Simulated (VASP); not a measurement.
Write the native input for VASP 6.6.1 that does the following.

- Task: single point
- Functional: PBEsol
- Potentials or basis: VASP PAW PBE potentials, release 64 (Mo_sv, S)
- Cutoff: 520 eV
- k mesh: 9 × 9 × 4
- Occupations: fermi-dirac, width 0.05 eV
- Spin: no spin polarisation
- Hubbard terms: Mo d U = 3.0 eV
- Dipole correction: no
- Further INCAR settings: ALGO = Normal; EDIFF = 1e-06; NBANDS = 20

The structure of MoS2 lies in POSCAR:

```
MoS2
1.0
    3.2274645616      0.0000000000      0.0000000000
   -1.6137322808      2.7950663001      0.0000000000
    0.0000000000      0.0000000000      6.3124734200
Mo S
1 2
Direct
    0.0000000000      0.0000000000      0.5000000000
    0.6666666667      0.3333333333      0.7446806800
    0.3333333333      0.6666666667      0.2553193200
```

One way to write it, as run:

INCAR

```
PREC = Accurate ; ENCUT = 520
EDIFF = 1E-6 ; ISMEAR = -1
SIGMA = 0.05 ; LREAL = F
LASPH = T ; NELM = 150
ALGO = Normal ; ISIF = 2
LWAVE = F ; LCHARG = F
LMAXMIX = 4 ; LDAU = T
LDAUTYPE = 2 ; LDAUL = 2 -1
LDAUU = 3 0 ; LDAUJ = 0 0
LDAUPRINT = 1 ; GGA = PS
NBANDS = 20
```

KPOINTS

```
regular mesh
0
Gamma
  9 9 4
```

Potentials or basis: VASP PAW PBE potentials, release 64 (Mo_sv, S).

Command:

```bash
$ cat potpaw_PBE.64/Mo_sv/POTCAR potpaw_PBE.64/S/POTCAR > POTCAR
$ mpirun -np 1 vasp_std > vasp.out
```

It gave:

* Pressure: -1.8 GPa
* Largest force: 0.163 eV/Å
* Band gap on the k mesh: zero (band 13 reaches 7.55 eV, above the bottom of band 14 at 6.50 eV)

Caveat: the PAW data sets were made with another functional, which shifts forces and pressure a little; this functional lacks dispersion, which binds the layers, so the pressure and a relaxed spacing across them are unreliable; U without spin polarisation on a metal has little footing.

Run time: 23 s on 1 thread of Intel(R) Xeon(R) Platinum 8488C (Sapphire Rapids), with other jobs on the host, peak memory 0.19 GiB.
